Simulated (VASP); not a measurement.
# Al31N32 (a cell with a defect) in VASP: single point with PBEsol

Aim: the single point of Al31N32 (a cell with a defect) with PBEsol.

All numbers are computed with VASP 6.6.1; they aren't measurements. Logs are shortened: lines on timing, memory, paths and dates and some standing lists are left out, and cuts for length are marked.

### Step 1. The cell of the first run

The cell holds a defect, 63 atoms: a = 8.755 Å, b = 8.755 Å, c = 8.755 Å, α = 90.00°, β = 90.00°, γ = 90.00°.

### Step 2. Single point, PBEsol, collinear spin

INCAR reads:

```
SYSTEM = Al31N32
ALGO = Normal ; EDIFF = 1E-6
ENCUT = 520 ; GGA = PS
GGA_COMPAT = .False. ; ISIF = 2
ISMEAR = -1 ; ISPIN = 2
ISYM = -1 ; LASPH = .True.
LCHARG = .False. ; LORBIT = 11
LREAL = Auto ; LWAVE = .False.
MAGMOM = 0 0 0 0 0 0 0 0 0 0 0 0 0 0 0 0 0 0 0 0 0 0 0 0 0 0 0 0 0 0 0 0 0 0 0 0 0 0 0.25 0 0.25 0 0 0 0 0 0 0 0 0.25 0 0 0 0 0 0 0 0 0 0.25 0 0 0 ; NBANDS = 168
NELM = 200 ; NUPDOWN = 1.0
PREC = Accurate ; SIGMA = 0.05
```

KPOINTS reads:

```
explicit points
1
Reciprocal
  0.25000000   0.25000000   0.25000000 1
```

POSCAR reads:

```
Al31N32
1.0
    8.7554440000      0.0000000000      0.0000000000
    0.0000000000      8.7554440000      0.0000000000
    0.0000000000      0.0000000000      8.7554440000
Al N
31 32
Direct
    0.0001370000      0.9995040000      0.0000270000
    0.0004070000      0.9998000000      0.4999720000
    0.0003790000      0.4994600000      0.0002430000
    0.0000110000      0.4991870000      0.4997000000
    0.5000360000      0.9997780000      0.0002770000
    0.4998090000      0.9994110000      0.4997100000
    0.4997710000      0.4991740000      0.9999300000
    0.2497760000      0.2491670000      0.9994070000
    0.2495430000      0.2489590000      0.4980060000
    0.2493230000      0.7494580000      0.0006780000
    0.2493120000      0.7493900000      0.5019780000
    0.7500370000      0.2487090000      0.0007250000
    0.7500290000      0.2486750000      0.5019790000
    0.7503420000      0.7497420000      0.9997660000
    0.7533760000      0.7527960000      0.4959210000
    0.2497980000      0.9989280000      0.2496960000
    0.2493160000      0.0001510000      0.7499880000
    0.2494390000      0.4974240000      0.2494160000
    0.2493690000      0.5014500000      0.7498300000
    0.7500530000      0.0001770000      0.2492350000
    0.7503540000      0.9992670000      0.7502870000
    0.7500440000      0.5014930000      0.2492010000
    0.7532880000      0.4953210000      0.7532680000
    0.9995480000      0.2491580000      0.2496730000
    0.0007890000      0.2486970000      0.7499890000
    0.0007780000      0.7494960000      0.2492190000
    0.9998350000      0.7497470000      0.7502690000
    0.4979630000      0.2488970000      0.2494230000
    0.5020490000      0.2487400000      0.7498530000
    0.5020950000      0.7493830000      0.2492380000
    0.4960130000      0.7527140000      0.7532430000
    0.1250570000      0.1244230000      0.1249320000
    0.1243070000      0.1236800000      0.6248720000
    0.1242390000      0.6243680000      0.1241370000
    0.1238460000      0.6250550000      0.6255730000
    0.6249590000      0.1236310000      0.1241600000
    0.6256690000      0.1232510000      0.6255580000
    0.6256900000      0.6250630000      0.1237760000
    0.6451510000      0.6445070000      0.6450270000
    0.3745550000      0.3739460000      0.1240210000
    0.3623660000      0.3617580000      0.6376630000
    0.3748880000      0.8751580000      0.1241220000
    0.3744290000      0.8752020000      0.6255360000
    0.8758140000      0.3743010000      0.1240980000
    0.8758100000      0.3738020000      0.6255390000
    0.8753390000      0.8747300000      0.1249410000
    0.8763540000      0.8757710000      0.6255960000
    0.3745580000      0.1234850000      0.3744740000
    0.3749020000      0.1236420000      0.8756380000
    0.3621400000      0.6373120000      0.3620650000
    0.3744500000      0.6250390000      0.8757550000
    0.8757900000      0.1235760000      0.3747860000
    0.8753630000      0.1244640000      0.8752550000
    0.8758290000      0.6250470000      0.3743360000
    0.8762970000      0.6250740000      0.8762090000
    0.1240640000      0.3739480000      0.3744870000
    0.1242700000      0.3743290000      0.8756340000
    0.1242360000      0.8751610000      0.3748020000
    0.1250440000      0.8747440000      0.8752530000
    0.6380390000      0.3614430000      0.3619450000
    0.6256250000      0.3738070000      0.8757750000
    0.6256270000      0.8752120000      0.3743540000
    0.6256710000      0.8757390000      0.8762260000
```

Potentials or basis: VASP PAW PBE potentials, release 64 (Al, N).

Started as:

```console
> cat potpaw_PBE.64/Al/POTCAR potpaw_PBE.64/N/POTCAR > POTCAR
> mpirun -np 1 vasp_std > vasp.out
```

OUTCAR:

```text
SYSTEM = Al31N32
   EDIFF = 1E-6
   ENCUT = 520
   GGA = PS
   ISIF = 2
   ISMEAR = -1
   ISPIN = 2
   ISYM = -1
   LASPH = .True.
   LORBIT = 11
   LREAL = Auto
   NELM = 200
   NUPDOWN = 1.0
   PREC = Accurate

 ion  position               nearest neighbor table
   1  0.000  1.000  0.000-  59 1.89  46 1.89  53 1.89  32 1.89  26 3.09  17 3.09  25 3.09  10 3.09
                            20 3.09  24 3.09   8 3.09  12 3.09  16 3.09  27 3.09  21 3.09  14 3.09
   2  0.000  1.000  0.500-  33 1.88  52 1.89  58 1.89  47 1.89  15 3.06   9 3.09  25 3.09  17 3.09
                            13 3.09  11 3.09  24 3.09  16 3.09  27 3.10  21 3.10  26 3.10  20 3.10
   3  0.000  0.499  0.000-  34 1.88  44 1.89  57 1.89  55 1.89  23 3.06  18 3.08  10 3.09  26 3.09
                            22 3.09  19 3.09   8 3.09  24 3.09  27 3.10  14 3.10  25 3.10  12 3.10
   4  0.000  0.499  0.500-  56 1.89  54 1.90  45 1.90  35 1.90  19 3.09  11 3.09  18 3.09   9 3.09
                            24 3.10  15 3.10  23 3.10  22 3.10  13 3.10  25 3.10  26 3.10  27 3.10
   5  0.500  1.000  0.000-  36 1.88  42 1.89  49 1.89  63 1.89  31 3.06  28 3.08  12 3.09  20 3.09
                            30 3.09  29 3.09   8 3.09  16 3.09  21 3.10  14 3.10  17 3.10  10 3.10
   6  0.500  0.999  0.500-  48 1.89  62 1.90  43 1.90  37 1.90  29 3.09  13 3.09  28 3.09   9 3.09
                            16 3.10  15 3.10  31 3.10  30 3.10  11 3.10  20 3.10  17 3.10  21 3.10
   7  0.500  0.499  1.000-  40 1.89  51 1.90  61 1.90  38 1.90  30 3.09  22 3.09  28 3.09  18 3.09
                             8 3.10  23 3.10  31 3.10  19 3.10  29 3.10  12 3.10  10 3.10  14 3.10
   8  0.250  0.249  0.999-  40 1.89  49 1.89  57 1.89  32 1.90  28 3.08  18 3.08  25 3.09  17 3.09
                             1 3.09   5 3.09   3 3.09   7 3.10  24 3.10  16 3.10  29 3.11  19 3.11
   9  0.250  0.249  0.498-  41 1.86  56 1.89  48 1.89  33 1.91  28 3.08  18 3.08   2 3.09  24 3.09
[... 63 lines left out ...]
  50  0.362  0.637  0.362-  11 1.85  30 1.85  18 1.86
  51  0.374  0.625  0.876-  31 1.88  10 1.89  19 1.89   7 1.90
  52  0.876  0.124  0.375-   2 1.89  24 1.89  20 1.89  13 1.91
  53  0.875  0.124  0.875-   1 1.89  25 1.90  12 1.90  21 1.90
  54  0.876  0.625  0.374-  15 1.88  22 1.89  26 1.89   4 1.90
  55  0.876  0.625  0.876-   3 1.89  27 1.89  14 1.89  23 1.90
  56  0.124  0.374  0.374-  18 1.89   9 1.89  24 1.89   4 1.89
  57  0.124  0.374  0.876-   3 1.89   8 1.89  25 1.89  19 1.91
  58  0.124  0.875  0.375-   2 1.89  16 1.89  26 1.89  11 1.91
  59  0.125  0.875  0.875-   1 1.89  17 1.90  10 1.90  27 1.90
  60  0.638  0.361  0.362-  13 1.85  22 1.85  28 1.86
  61  0.626  0.374  0.876-  23 1.88  12 1.89  29 1.89   7 1.90
  62  0.626  0.875  0.374-  15 1.88  30 1.89  20 1.89   6 1.90
  63  0.626  0.876  0.876-   5 1.89  21 1.89  14 1.89  31 1.90

IMPORTANT INFORMATION: All symmetrisations will be switched off!
NOSYMM: (Re-)initialisation of all symmetry stuff for point group C_1.

----------------------------------------------------------------------------------------

                                     Primitive cell

  volume of cell :     671.1731

  direct lattice vectors                    reciprocal lattice vectors
     8.755444000  0.000000000  0.000000000     0.114214653  0.000000000  0.000000000
     0.000000000  8.755444000  0.000000000     0.000000000  0.114214653  0.000000000
     0.000000000  0.000000000  8.755444000     0.000000000  0.000000000  0.114214653

  length of vectors
     8.755444000  8.755444000  8.755444000     0.114214653  0.114214653  0.114214653

  position of ions in fractional coordinates (direct lattice)
     0.000137000  0.999504000  0.000027000
     0.000407000  0.999800000  0.499972000
     0.000379000  0.499460000  0.000243000
     0.000011000  0.499187000  0.499700000
     0.500036000  0.999778000  0.000277000
     0.499809000  0.999411000  0.499710000
[... 55 lines left out ...]
     0.625627000  0.875212000  0.374354000
     0.625671000  0.875739000  0.876226000

  ion indices of the primitive-cell ions
   primitive index   ion index
                 1           1
                 2           2
                 3           3
                 4           4
                 5           5
                 6           6
[... 55 lines left out ...]
                62          62
                63          63

----------------------------------------------------------------------------------------

 KPOINTS: explicit points

Read explicit list of k-points.
[... 29 lines left out ...]
   NFREE  =      0    steps in history (QN), initial steepest desc. (CG)
   ISIF   =      2    stress and relaxation
   ISYM   =     -1    0-nonsym 1-usesym 2-fastsym
   POTIM  = 0.5000    time-step for ionic-motion
   TEBEG  =    0.0;   TEEND  =   0.0 temperature during run
   PSTRESS=    0.0 pullay stress
   NELECT =     253.0000    total number of electrons
   NUPDOWN=       1.0000    fix difference up-down
   EMIN   =  10.00;   EMAX   =-10.00  energy-range for DOS
   EFERMI =   0.00;   METHOD = LEGACY
   ISMEAR =    -1;   SIGMA  =   0.05  broadening in eV -4-tet -1-fermi 0-gaus
   EFERMI_NEDOS =   21; number of points for ismear=-14 and -15
   IALGO  =     38    algorithm
   IMIX   =      4    mixing-type and parameters
     AMIX     =   0.40;   BMIX     =  1.00
     AMIX_MAG =   1.60;   BMIX_MAG =  1.00
  volume/ion in A,a.u.               =      10.65        71.89
  Fermi-wavevector in a.u.,A,eV,Ry     =   1.182597  2.234785 19.028238  1.398536
  Thomas-Fermi vector in A             =   2.318848
   LORBIT       =     11    0 simple, 1 ext, 2 COOP (PROOUT), +10 PAW based schemes
   GGA     = PS    functional components
   LHFCALC =     F    Hartree Fock is set to
   AEXX    =    0.0000 exact exchange contribution
   IVDW    =     0    specifies the selected vdW correction
   LEPSILON=     F    determine dielectric tensor
   LRPA    =     F    only Hartree local field effects (RPA)
 spin polarized calculation
  energy-cutoff  :      520.00
  volume of cell :      671.17
 maximum number of plane-waves:     18052
 NGX is ok and might be reduce to    70
   NGX = 33   NGY = 33   NGZ = 33

 number of electron     252.9999946 magnetization       0.9999999

 Free energy of the ion-electron system (eV)
  ---------------------------------------------------
  ext. energy  EPLUGINS =         0.00000000
  ---------------------------------------------------
  free energy    TOTEN  =      -485.92978961 eV

  energy without entropy =     -485.92877690  energy(sigma->0) =     -485.92928326

 E-fermi :   6.1697     XC(G=0): -10.9867

 val. band max:        5.7110886467   @ k =   0.2500   0.2500   0.2500
 cond. band min:       6.3952454881   @ k =   0.2500   0.2500   0.2500
 fundamental gap:      0.6841568415
 Fermi energy:         6.0549971874

 spin component 1

 k-point     1 :       0.2500    0.2500    0.2500
  band No.  band energies     occupation
      1      -9.1934      1.00000
      2      -8.6653      1.00000
      3      -8.6651      1.00000
      4      -8.5407      1.00000
      5      -8.1764      1.00000
      6      -8.1762      1.00000
[... 130 lines left out ...]
    137      11.2503      0.00000
    138      11.2783      0.00000
 Fermi energy:         6.1696768459

 spin component 2

 k-point     1 :       0.2500    0.2500    0.2500
  band No.  band energies     occupation
      1      -9.1941      1.00000
      2      -8.6296      1.00000
      3      -8.6295      1.00000
      4      -8.6059      1.00000
      5      -8.1381      1.00000
      6      -8.1380      1.00000
[... 130 lines left out ...]
    137      11.2571      0.00000
    138      11.2872      0.00000
 [bands above 138 left out]

------------------------ aborting loop because EDIFF is reached ----------------------------------------

  FORCE on cell =-STRESS in cart. coord.  units (eV):
  Direction    XX          YY          ZZ          XY          YZ          ZX
  --------------------------------------------------------------------------------------
  -------------------------------------------------------------------------------------
  Total        5.0173609      5.0271935      5.0043134     -0.4402300     -0.4463695     -0.4447305
  in kB       11.9770924     12.0005641     11.9459463     -1.0508862     -1.0655420     -1.0616295
  external PRESSURE =      11.9745343 kB  Pullay stress =       0.0000000 kB

 VOLUME and BASIS-vectors are now :
 -----------------------------------------------------------------------------
  energy-cutoff  :      520.00
  volume of cell :      671.17
      direct lattice vectors                 reciprocal lattice vectors
     8.755444000  0.000000000  0.000000000     0.114214653  0.000000000  0.000000000
     0.000000000  8.755444000  0.000000000     0.000000000  0.114214653  0.000000000
     0.000000000  0.000000000  8.755444000     0.000000000  0.000000000  0.114214653

 POSITION                                       TOTAL-FORCE (eV/Angst)
 -----------------------------------------------------------------------------------
      0.00120      8.75110      0.00024        -0.006563      0.001546     -0.002233
      0.00356      8.75369      4.37748         0.000652      0.002225      0.000113
      0.00332      4.37299      0.00213         0.004467      0.000682      0.001606
      0.00010      4.37060      4.37510        -0.005797     -0.002147     -0.001927
      4.37804      8.75350      0.00243         0.001292      0.004190     -0.002431
      4.37605      8.75029      4.37518        -0.008090     -0.002376     -0.003392
[... 55 lines left out ...]
      5.47764      7.66287      3.27764         0.000011      0.002836     -0.000132
      5.47803      7.66748      7.67175         0.001629     -0.008865     -0.005166
 -----------------------------------------------------------------------------------
    total drift:                               -0.012183     -0.013821     -0.006745

  FREE ENERGIE OF THE ION-ELECTRON SYSTEM (eV)
  ---------------------------------------------------
  free  energy   TOTEN  =      -485.9297896078 eV

  energy  without entropy=     -485.9287769048  energy(sigma->0) =     -485.92928326

 total charge

# of ion       s       p       d       tot
------------------------------------------
    1        0.370   0.447   0.000   0.818
    2        0.374   0.451   0.000   0.825
    3        0.374   0.451   0.000   0.825
    4        0.369   0.442   0.000   0.811
    5        0.374   0.451   0.000   0.824
    6        0.369   0.442   0.000   0.811
[... 55 lines left out ...]
   62        1.218   2.625   0.000   3.843
   63        1.220   2.619   0.000   3.840
--------------------------------------------------
tot         50.629  97.246   0.000 147.875

 magnetization (x)

# of ion       s       p       d       tot
------------------------------------------
    1       -0.000  -0.000   0.000  -0.000
    2       -0.001   0.001   0.000  -0.000
    3       -0.001   0.001   0.000  -0.000
    4       -0.000   0.000   0.000   0.000
    5       -0.001   0.001   0.000  -0.000
    6       -0.000   0.000   0.000   0.000
[... 55 lines left out ...]
   62       -0.000  -0.000   0.000  -0.001
   63       -0.002  -0.032   0.000  -0.034
--------------------------------------------------
tot          0.007   0.710   0.000   0.717
```

Run time: 10 min. Hardware: 1 thread of Intel Xeon 6975P-C (Granite Rapids), shared host; peak memory 1 GiB.

Results:

* Free energy: -485.9298 eV
* Pressure: 1.2 GPa
* Largest force: 0.013 eV/Å
* Net moment: 1.00 μB per cell
* Site moments: Al -0.00, +0.00, -0.01, +0.01 (each value once); N +0.00, +0.02, -0.00, -0.52, +0.36, +0.04, -0.03 (each value once) μB
* Valence electrons inside the program's atomic spheres: Al 0.82, 0.81, 0.83 (each value once); N 3.84, 3.72, 3.74, 3.83 (each value once)

Forces in eV/Å, atoms in the order of the input:
```
Al  -0.007  0.002 -0.002
Al   0.001  0.002  0.000
Al   0.004  0.001  0.002
Al  -0.006 -0.002 -0.002
Al   0.001  0.004 -0.002
Al  -0.008 -0.002 -0.003
Al  -0.001 -0.001  0.001
Al  -0.001  0.002 -0.003
Al  -0.001 -0.005 -0.009
Al  -0.004 -0.004  0.003
Al  -0.002  0.000  0.006
Al   0.003 -0.005 -0.001
Al   0.001 -0.002  0.004
Al   0.004  0.008 -0.001
Al  -0.001 -0.006  0.000
Al  -0.003 -0.005 -0.002
Al   0.002  0.002 -0.007
Al   0.001 -0.004 -0.005
Al   0.003  0.011  0.005
Al  -0.002 -0.002 -0.003
Al   0.004  0.004  0.001
Al   0.002  0.003  0.000
Al   0.005  0.004 -0.004
Al  -0.005  0.000 -0.002
Al   0.003  0.000 -0.005
Al   0.003 -0.007 -0.004
Al   0.004  0.006  0.003
Al   0.006 -0.007 -0.007
Al   0.009  0.001  0.001
Al   0.001 -0.001 -0.002
Al  -0.001  0.002  0.000
N    0.003  0.003  0.003
N   -0.005 -0.003  0.003
N   -0.003  0.002  0.000
N    0.006  0.005  0.003
N   -0.003 -0.001  0.000
N    0.004  0.006  0.006
N   -0.001  0.001  0.005
N   -0.004 -0.004 -0.004
N   -0.002  0.005 -0.001
N   -0.003 -0.006 -0.001
N    0.004  0.003  0.004
N    0.002  0.002  0.000
N    0.000 -0.001  0.005
N    0.003  0.002  0.000
N   -0.002  0.002  0.000
N   -0.007 -0.008  0.002
N    0.002  0.003  0.007
N    0.001  0.001  0.004
N    0.003 -0.005 -0.001
N   -0.001 -0.005 -0.003
N    0.003  0.006  0.002
N   -0.004 -0.003  0.002
N    0.002 -0.001  0.003
N   -0.007 -0.001 -0.005
N    0.004  0.002  0.002
N    0.000 -0.003  0.003
N    0.001  0.005  0.002
N    0.000 -0.004 -0.002
N   -0.007  0.006  0.006
N   -0.005 -0.001 -0.001
N    0.000  0.003  0.000
N    0.002 -0.009 -0.005
```

Stress tensor (GPa, compression positive):
```
 1.20 -0.11 -0.11
-0.11  1.20 -0.11
-0.11 -0.11  1.19
```

Caveat: the PAW data sets were made with another functional, which shifts forces and pressure a little; the total moment is fixed, so each spin has its own Fermi level and the state may be an excited one.
